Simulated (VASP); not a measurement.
# Co in VASP: notebook, part 2 of 2

VASP 6.6.1. Earlier steps stand in the parts before.

## (3) Single point, PBE

This run uses another cell than the first one: it holds 1 atom, not 2.

INCAR

```
SYSTEM = Co
PREC = Accurate
ENCUT = 600
EDIFF = 1E-6
ISMEAR = -1
SIGMA = 0.1
LREAL = .False.
LASPH = .True.
NELM = 120
ALGO = Normal
ISIF = 2
LWAVE = .False.
LCHARG = .True.
GGA = PE
LELF = .True.
LVHAR = .True.
NBANDS = 10
GGA_COMPAT = .False.
```

KPOINTS

```
Automatic mesh
0
Gamma
  15 15 15
  0 0 0
```

POSCAR

```
Co
1.0
    0.0000000000      1.7289085830      1.7289085830
    1.7289085830      0.0000000000      1.7289085830
    1.7289085830      1.7289085830      0.0000000000
Co
1
Direct
    0.0000000000      0.0000000000      0.0000000000
```

Potentials or basis: VASP PAW PBE potentials, release 64 (Co).

On the command line:

```console
> cat potpaw_PBE.64/Co/POTCAR > POTCAR
> mpirun -np 1 vasp_std > vasp.out
```

OUTCAR:

```text
SYSTEM = Co
   PREC = Accurate
   ENCUT = 600
   EDIFF = 1E-6
   ISMEAR = -1
   LREAL = .False.
   LASPH = .True.
   NELM = 120
   ISIF = 2
   GGA = PE

 ion  position               nearest neighbor table
   1  0.000  0.000  0.000-

  LATTYP: Found a face centered cubic cell.
 ALAT       =     3.4578171660

  Lattice vectors:

 A1 = (   0.0000000000,   1.7289085830,   1.7289085830)
 A2 = (   1.7289085830,   0.0000000000,   1.7289085830)
 A3 = (   1.7289085830,   1.7289085830,   0.0000000000)

Analysis of symmetry for initial positions (statically):
=====================================================================
 Subroutine PRICEL returns:
 Original cell was already a primitive cell.

 Routine SETGRP: Setting up the symmetry group for a
 face centered cubic supercell.

 Subroutine GETGRP returns: Found 48 space group operations
 (whereof 48 operations were pure point group operations)
 out of a pool of 48 trial point group operations.

The static configuration has the point symmetry O_h .

Analysis of symmetry for dynamics (positions and initial velocities):
[... 160 lines left out ...]
 fundamental gap:      0.0201752172
 Fermi energy:        10.8259084366

 k-point     1 :       0.0000    0.0000    0.0000
  band No.  band energies     occupation
      1       1.7550      2.00000
      2       8.9250      2.00000
      3       8.9250      2.00000
      4       8.9250      2.00000
      5      10.2683      1.99245
      6      10.2683      1.99245
      7      34.3371      0.00000
      8      39.2996      0.00000
      9      39.2996      0.00000
     10      39.2996      0.00000
[... 287 lines left out ...]
 k-point    24 :       0.2000    0.1333    0.0000
  band No.  band energies     occupation
      1       3.3270      2.00000
      2       8.3209      2.00000
      3       9.3445      2.00000
      4       9.3923      2.00000
      5       9.8339      1.99990
      6      10.4879      1.93416
      7      31.5263      0.00000
      8      34.0557      0.00000
      9      34.4203      0.00000
     10      36.5636      0.00000

 [... further k-points ...]

------------------------ aborting loop because EDIFF is reached ----------------------------------------

  FORCE on cell =-STRESS in cart. coord.  units (eV):
  Direction    XX          YY          ZZ          XY          YZ          ZX
  --------------------------------------------------------------------------------------
  -------------------------------------------------------------------------------------
  Total       -0.0560752     -0.0560752     -0.0560752     -0.0000000      0.0000000     -0.0000000
  in kB       -8.6923158     -8.6923158     -8.6923158     -0.0000000      0.0000000     -0.0000000
  external PRESSURE =      -8.6923158 kB  Pullay stress =       0.0000000 kB

 VOLUME and BASIS-vectors are now :
 -----------------------------------------------------------------------------
  energy-cutoff  :      600.00
  volume of cell :       10.34
      direct lattice vectors                 reciprocal lattice vectors
     0.000000000  1.728908583  1.728908583    -0.289199791  0.289199791  0.289199791
     1.728908583  0.000000000  1.728908583     0.289199791 -0.289199791  0.289199791
     1.728908583  1.728908583  0.000000000     0.289199791  0.289199791 -0.289199791

 POSITION                                       TOTAL-FORCE (eV/Angst)
 -----------------------------------------------------------------------------------
      0.00000      0.00000      0.00000        -0.000000      0.000000     -0.000000
 -----------------------------------------------------------------------------------
    total drift:                                0.000000      0.000000      0.000000

  FREE ENERGIE OF THE ION-ELECTRON SYSTEM (eV)
  ---------------------------------------------------
  free  energy   TOTEN  =        -6.8775642846 eV

  energy  without entropy=       -6.8017686404  energy(sigma->0) =       -6.83966646
```

OSZICAR:

```text
N       E                     dE             d eps       ncg     rms          rms(c)
DAV:   1     0.251045685252E+02    0.25105E+02   -0.45406E+03  2420   0.121E+03
DAV:   2    -0.736366657157E+01   -0.32468E+02   -0.31090E+02  2444   0.166E+02
DAV:   3    -0.815650365796E+01   -0.79284E+00   -0.78851E+00  2686   0.318E+01
DAV:   4    -0.816647658413E+01   -0.99729E-02   -0.99700E-02  2778   0.316E+00
DAV:   5    -0.816677484467E+01   -0.29826E-03   -0.29825E-03  2870   0.472E-01    0.105E+01
DAV:   6    -0.710557099331E+01    0.10612E+01   -0.14768E+01  2630   0.574E+01    0.355E+00
DAV:   7    -0.689785226962E+01    0.20772E+00   -0.16987E+00  2662   0.187E+01    0.131E+00
DAV:   8    -0.688052592663E+01    0.17326E-01   -0.23021E-02  3506   0.163E+00    0.436E-01
DAV:   9    -0.687755720502E+01    0.29687E-02   -0.27656E-03  3492   0.372E-01    0.728E-02
DAV:  10    -0.687756636105E+01   -0.91560E-05   -0.15594E-05  2636   0.554E-02    0.324E-02
DAV:  11    -0.687756398895E+01    0.23721E-05   -0.59882E-07  1694   0.758E-03    0.335E-03
DAV:  12    -0.687756428462E+01   -0.29567E-06   -0.54637E-08  1254   0.289E-03
   1 F= -.68775643E+01 E0= -.68396665E+01  d E =-.757956E-01
```

stdout:

```text
POSCAR found type information on POSCAR Co
 POSCAR found :  1 types and       1 ions
 scaLAPACK will be used
 LDA part: xc-table for (Slater+PW92), standard interpolation
 POSCAR, INCAR and KPOINTS ok, starting setup
 FFT: planning ... GRIDC
 FFT: planning ... GRID_SOFT
 FFT: planning ... GRID
 WAVECAR not read
 entering main loop
```

Wall time 14 s (1 thread of Intel Xeon 8259CL, shared host); peak memory 0.14 GiB.

What came out:

- Free energy: -6.8776 eV
- Pressure: -0.9 GPa
- Band gap on the k mesh: zero (an odd number of electrons rules out a gap without spin polarisation)

Levels at points of the mesh, in eV from the Fermi level:
| k point | band 2 | band 3 | band 4 | band 5 | band 6 | band 7 |
| --- | --- | --- | --- | --- | --- | --- |
| (0.00, 0.00, 0.00) | -1.90 | -1.90 | -1.90 | -0.56 | -0.56 | 23.51 |

Caveat: the run has no spin polarisation, though such a crystal can be magnetic. Spin polarisation is off, so any magnetic state and its effect on volume and gap are missing.

## (4) Single point, PBE (9.10 Å³/atom)

INCAR

```
PREC     = Accurate       # precision mode
ENCUT    = 600            # plane-wave cutoff, eV
EDIFF    = 1E-6           # SCF threshold, eV
ISMEAR   = -1             # smearing method
SIGMA    = 0.1            # smearing width, eV
LREAL    = False          # projectors in reciprocal space
LASPH    = True           # aspherical terms in the spheres
NELM     = 120            # most SCF steps
ALGO     = Normal         # electronic algorithm
ISIF     = 2              # what is computed and relaxed
LWAVE    = False          # write WAVECAR
LCHARG   = False          # write CHGCAR
GGA      = PE             # functional
NBANDS   = 10             # bands
GGA_COMPAT= False
```

KPOINTS

```
regular mesh
0
Gamma
  18 18 18
```

POSCAR

```
Co
1.0
    0.0000000000      1.6567853831      1.6567853831
    1.6567853831      0.0000000000      1.6567853831
    1.6567853831      1.6567853831      0.0000000000
Co
1
Direct
    0.0000000000      0.0000000000      0.0000000000
```

On the command line:

```console
> cat potpaw_PBE.64/Co/POTCAR > POTCAR
> mpirun -np 1 vasp_std > vasp.out
```

It took 21 s on 1 thread of Intel Xeon 8259CL, shared host; peak memory 0.15 GiB.

Results (log left out):

```yaml
Free_energy: -6.7383 eV
Pressure: 41.7 GPa
Band_gap_on_the_k_mesh: zero (an odd number of electrons rules out a gap without spin polarisation)
```

Levels at points of the mesh, in eV from the Fermi level:
```tsv
k point	band 2	band 3	band 4	band 5	band 6	band 7
(0.00, 0.00, 0.00)	-2.31	-2.31	-2.31	-0.68	-0.68	24.47
(0.50, 0.00, 0.00)	-2.39	-2.39	-0.27	0.42	0.42	8.35
(0.50, 0.50, 0.00)	-4.99	0.40	0.70	0.70	3.04	12.04
```

Caveat: the cell stands under pressure; the run has no spin polarisation, though such a crystal can be magnetic. Spin polarisation is off, so any magnetic state and its effect on volume and gap are missing.

## (5) Single point, PBE (9.51 Å³/atom)

INCAR

```
PREC = Accurate
ENCUT = 600
EDIFF = 1E-6
ISMEAR = -1
SIGMA = 0.1
LREAL = F
LASPH = T
NELM = 120
ALGO = Normal
ISIF = 2
LWAVE = F
LCHARG = T
GGA = PE
LELF = T
LVHAR = T
NBANDS = 10
GGA_COMPAT = F
```

KPOINTS is that of step 4.

POSCAR

```
Co
1.0
    0.0000000000      1.6815171694      1.6815171694
    1.6815171694      0.0000000000      1.6815171694
    1.6815171694      1.6815171694      0.0000000000
Co
1
Direct
    0.0000000000      0.0000000000      0.0000000000
```

On the command line:

```console
> cat potpaw_PBE.64/Co/POTCAR > POTCAR
> mpirun -np 1 vasp_std > vasp.out
```

It took 28 s on 1 thread of Intel Xeon 8259CL, shared host; peak memory 0.15 GiB.

Results (log left out):

```yaml
Free_energy: -6.8224 eV
Pressure: 24.1 GPa
Band_gap_on_the_k_mesh: zero (an odd number of electrons rules out a gap without spin polarisation)
```

Levels at points of the mesh, in eV from the Fermi level:
| k point | band 1 | band 2 | band 3 | band 4 | band 5 | band 6 | band 7 | band 8 |
| --- | --- | --- | --- | --- | --- | --- | --- | --- |
| (0.00, 0.00, 0.00) | -9.65 | -2.16 | -2.16 | -2.16 | -0.64 | -0.64 | 24.14 | 29.75 |
| (0.50, 0.00, 0.00) | -5.36 | -2.24 | -2.24 | -0.22 | 0.39 | 0.39 | 7.93 | 22.69 |
| (0.50, 0.50, 0.00) | -5.40 | -4.67 | 0.37 | 0.65 | 0.65 | 2.96 | 11.56 | 16.55 |

Caveat: the cell stands under pressure; the run has no spin polarisation, though such a crystal can be magnetic. Spin polarisation is off, so any magnetic state and its effect on volume and gap are missing.

## (6) Summary

| spin | cell | k mesh | smearing | gap on the mesh (eV) | pressure (GPa) |
| --- | --- | --- | --- | --- | --- |
| collinear, ferromagnetic start | a = 2.443, b = 2.443, c = 3.453 Å, 2 atoms, atomic positions A | 14 × 14 × 10 | fermi-dirac 0.05 eV | none | 12.5 |
| off | a = 2.445 Å, angles 60.0°, 1 atom, atomic positions B | 15 × 15 × 15 | fermi-dirac 0.1 eV | none | -0.9 |
| off | a = 2.343 Å, angles 60.0°, 1 atom, atomic positions B | 18 × 18 × 18 | fermi-dirac 0.1 eV | none | 41.7 |
| off | a = 2.378 Å, angles 60.0°, 1 atom, atomic positions B | 18 × 18 × 18 | fermi-dirac 0.1 eV | none | 24.1 |

Alike in all rows: task single point; level PBE; potentials or basis VASP PAW PBE potentials, release 64 (Co); cutoff (eV) 600.

Caveats: the cell stands under pressure (at least some runs).

Total energies depend on the potentials used, so only differences within one code and one set of settings carry meaning.
